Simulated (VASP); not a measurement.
# In (I4/mmm) in VASP: further runs, part 2 of 2

VASP 6.6.1. The steps go on from the part before.

## Step 4: Single point, PBE

Input file INCAR:

```
SYSTEM = In
  PREC = Accurate
  ENCUT = 520
  EDIFF = 1E-7
  ISMEAR = 0
  SIGMA = 0.15
  LREAL = .False.
  LASPH = .True.
  NELM = 80
  ALGO = Fast
  ISIF = 2
  LWAVE = .False.
  LCHARG = .False.
  GGA = PE
  NBANDS = 12
```

Input file KPOINTS:

```
regular mesh
0
Gamma
  20 20 20
  0 0 0
```

Input file POSCAR:

```
In
1.0
   -1.6951069690      1.6951069690      2.3920932114
    1.6951069690     -1.6951069690      2.3920932114
    1.6951069690      1.6951069690     -2.3920932114
In
1
Direct
    0.0000000000      0.0000000000      0.0000000000
```

Potentials or basis: VASP PAW PBE potentials, release 64 (In_d).

Run with:

```sh
cat potpaw_PBE.64/In_d/POTCAR > POTCAR
mpirun -np 1 vasp_std > vasp.out
```

OUTCAR:

```text
SYSTEM = In
   PREC = Accurate
   ENCUT = 520
   EDIFF = 1E-7
   ISMEAR = 0
   LREAL = .False.
   LASPH = .True.
   NELM = 80
   ISIF = 2
   GGA = PE

 ion  position               nearest neighbor table
   1  0.000  0.000  0.000-

  LATTYP: Found a body centered tetragonal cell.
 ALAT       =     3.3902139380
 C/A-ratio  =     1.4111753743

  Lattice vectors:

 A1 = (  -1.6951069690,   1.6951069690,   2.3920932114)
 A2 = (   1.6951069690,  -1.6951069690,   2.3920932114)
 A3 = (   1.6951069690,   1.6951069690,  -2.3920932114)

Analysis of symmetry for initial positions (statically):
=====================================================================
 Subroutine PRICEL returns:
 Original cell was already a primitive cell.

 Routine SETGRP: Setting up the symmetry group for a
 body centered tetragonal supercell.

 Subroutine GETGRP returns: Found 16 space group operations
 (whereof 16 operations were pure point group operations)
 out of a pool of 16 trial point group operations.

The static configuration has the point symmetry D_4h.

Analysis of symmetry for dynamics (positions and initial velocities):
[... 172 lines left out ...]
      5      -7.4656      2.00000
      6      -2.2365      2.00000
      7      17.0973      0.00000
      8      17.1026      0.00000
      9      17.1026      0.00000
     10      18.3838      0.00000
     11      20.5518      0.00000
     12      20.5547      0.00000
[... 331 lines left out ...]
 k-point    24 :      -0.3500    0.0500   -0.0000
  band No.  band energies     occupation
      1      -7.6484      2.00000
      2      -7.5920      2.00000
      3      -7.5816      2.00000
      4      -7.4039      2.00000
      5      -7.3712      2.00000
      6       0.1923      2.00000
      7       7.5406      0.00000
      8      14.7909      0.00000
      9      15.3696      0.00000
     10      17.5516      0.00000
     11      19.6628      0.00000
     12      20.5470      0.00000

 [... further k-points ...]

------------------------ aborting loop because EDIFF is reached ----------------------------------------

  FORCE on cell =-STRESS in cart. coord.  units (eV):
  Direction    XX          YY          ZZ          XY          YZ          ZX
  --------------------------------------------------------------------------------------
  -------------------------------------------------------------------------------------
  Total       -0.0098638     -0.0098638     -0.0109107      0.0000000     -0.0000000      0.0000000
  in kB       -0.5748062     -0.5748062     -0.6358171      0.0000000     -0.0000000      0.0000000
  external PRESSURE =      -0.5951432 kB  Pullay stress =       0.0000000 kB

 VOLUME and BASIS-vectors are now :
 -----------------------------------------------------------------------------
  energy-cutoff  :      520.00
  volume of cell :       27.49
      direct lattice vectors                 reciprocal lattice vectors
    -1.695106969  1.695106969  2.392093211     0.000000000  0.294966636  0.209021955
     1.695106969 -1.695106969  2.392093211     0.294966636  0.000000000  0.209021955
     1.695106969  1.695106969 -2.392093211     0.294966636  0.294966636  0.000000000

 POSITION                                       TOTAL-FORCE (eV/Angst)
 -----------------------------------------------------------------------------------
      0.00000      0.00000      0.00000         0.000000     -0.000000      0.000000
 -----------------------------------------------------------------------------------
    total drift:                                0.000000     -0.000000     -0.000000

  FREE ENERGIE OF THE ION-ELECTRON SYSTEM (eV)
  ---------------------------------------------------
  free  energy   TOTEN  =        -2.5622422057 eV

  energy  without entropy=       -2.5567418189  energy(sigma->0) =       -2.55949201
```

Wall time 8 min (1 thread of Intel Xeon Platinum 8259CL at 2.50GHz (Skylake/Cascade Lake), shared host); peak memory 0.32 GiB.

Results:

```
Free energy            : -2.5622 eV
Pressure               : -0.1 GPa
Band gap on the k mesh : zero (an odd number of electrons rules out a gap without spin polarisation)
```

Caveat: spin-orbit coupling is left out, which moves the levels of the heavy elements.

## Step 5: Relaxation of cell and atoms, PBE

This run uses another cell than the first one, of 26.17 Å³/atom.

Input file INCAR:

```
SYSTEM = In
  PREC = Accurate
  ENCUT = 600
  EDIFF = 1E-6
  ISMEAR = 0
  SIGMA = 0.1
  LREAL = .FALSE.
  LASPH = .TRUE.
  NELM = 100
  ALGO = Fast
  ISIF = 3
  LWAVE = .FALSE.
  LCHARG = .FALSE.
  GGA = PE
  IBRION = 2
  NSW = 100
  EDIFFG = -0.005
```

Input file KPOINTS:

```
regular mesh
0
G
  18 18 18
  0 0 0
```

Input file POSCAR:

```
In
1.0
   -1.6261500000      1.6261500000      2.4739500000
    1.6261500000     -1.6261500000      2.4739500000
    1.6261500000      1.6261500000     -2.4739500000
In
1
Direct
    0.0000000000      0.0000000000      0.0000000000
```

Run with:

```sh
cat potpaw_PBE.64/In_d/POTCAR > POTCAR
mpirun -np 1 vasp_std > vasp.out
```

Run time: 36 min. Hardware: 1 thread of Intel Xeon Platinum 8259CL at 2.50GHz (Skylake/Cascade Lake), shared host; peak memory 0.33 GiB.

Results (log left out):

* Free energy: -2.5620 eV
* Relaxed volume: 27.48 Å³/atom
* Relaxed cell: a = 3.388 Å, b = 3.388 Å, c = 3.388 Å, α = 120.05°, β = 120.05°, γ = 89.92°
* Space group after relaxing (to 0.1 Å): Fm-3m (No. 225)
* Energy gained by relaxing: 10.1 meV/atom
* Ionic steps: 19
* Pressure after relaxing: 0.0 GPa
* Band gap on the k mesh: zero (an odd number of electrons rules out a gap without spin polarisation)

The path:
| step | energy change (eV) | largest force (eV/Å) | pressure (GPa) | volume (Å³) |
| --- | --- | --- | --- | --- |
| 1 | 0.0000 | 0.0000 | 1.94 | 26.17 |
| 2 | -0.0078 | 0.0000 | 0.13 | 27.39 |
| 3 | -0.0079 | 0.0000 | 0.06 | 27.47 |
| 4 | -0.0078 | 0.0000 | -0.25 | 27.64 |
| 5 | -0.0079 | 0.0000 | 0.04 | 27.50 |
| 6 | -0.0079 | 0.0000 | -0.11 | 27.57 |
| 7 | -0.0079 | 0.0000 | 0.03 | 27.53 |
| 8 | -0.0079 | 0.0000 | -0.04 | 27.53 |
| 9 | -0.0080 | 0.0000 | -0.03 | 27.54 |
| 10 | -0.0081 | 0.0000 | -0.05 | 27.56 |
| 11 | -0.0083 | 0.0000 | -0.10 | 27.58 |
| 12 | -0.0095 | 0.0000 | -0.19 | 27.62 |
| 13 | -0.0090 | 0.0000 | -0.64 | 27.66 |
| 14 | -0.0100 | 0.0000 | -0.06 | 27.64 |
| 15 | -0.0100 | 0.0000 | -0.18 | 27.65 |
| 16 | -0.0100 | 0.0000 | -0.20 | 27.65 |
| 17 | -0.0101 | 0.0000 | 0.05 | 27.47 |
| 18 | -0.0101 | 0.0000 | -0.04 | 27.49 |
| 19 | -0.0101 | 0.0000 | 0.01 | 27.48 |

Final structure:
```
In
1.0
    -1.69276    1.69276    2.39738
     1.69276   -1.69276    2.39738
     1.69276    1.69276   -2.39738
In
1
Cartesian
  0.0000 0.0000 0.0000
```

Levels at points of the mesh, in eV from the Fermi level:
| k point | band 3 | band 4 | band 5 | band 6 | band 7 | band 8 | band 9 | band 10 |
| --- | --- | --- | --- | --- | --- | --- | --- | --- |
| (0.00, 0.00, 0.00) | -14.58 | -14.44 | -14.44 | -9.21 | 10.13 | 10.13 | 10.14 | 11.42 |
| (0.50, 0.00, 0.00) | -14.58 | -14.30 | -14.30 | -4.29 | -3.17 | 8.07 | 8.09 | 10.74 |
| (0.50, 0.50, 0.00) | -14.31 | -14.26 | -14.26 | -2.17 | -2.05 | 3.92 | 3.93 | 7.11 |
| (0.50, 0.50, 0.50) | -14.31 | -14.26 | -14.26 | -2.20 | -2.07 | 3.95 | 3.95 | 7.14 |

Caveat: spin-orbit coupling is left out, which moves the levels of the heavy elements. Zero-point motion and thermal expansion aren't in these numbers.

## Step 6: Overview

```csv
task,cell,k mesh,cutoff (eV),smearing,gap on the mesh (eV),pressure (GPa)
single point,"a = 3.387 Å, angles 119.9, 119.9, 90.1°, 1 atom",18 × 18 × 18,520,gaussian 0.1 eV,none,0.0
single point,"a = 3.387 Å, angles 119.9, 119.9, 90.1°, 1 atom",18 × 18 × 18,520,gaussian 0.15 eV,none,0.0
single point,"a = 3.387 Å, angles 119.9, 119.9, 90.1°, 1 atom",20 × 20 × 20,520,gaussian 0.15 eV,none,-0.1
relaxation of cell and atoms,"relaxed from a = 3.378 Å, angles 122.4, 122.4, 85.8°, 1 atom",18 × 18 × 18,600,gaussian 0.1 eV,none,0.0
```

Alike in all rows: level PBE; potentials or basis VASP PAW PBE potentials, release 64 (In_d); no spin polarisation.

Caveats: spin-orbit coupling is left out, which moves the levels of the heavy elements.

Absolute energies hang on the potentials; compare differences alone.
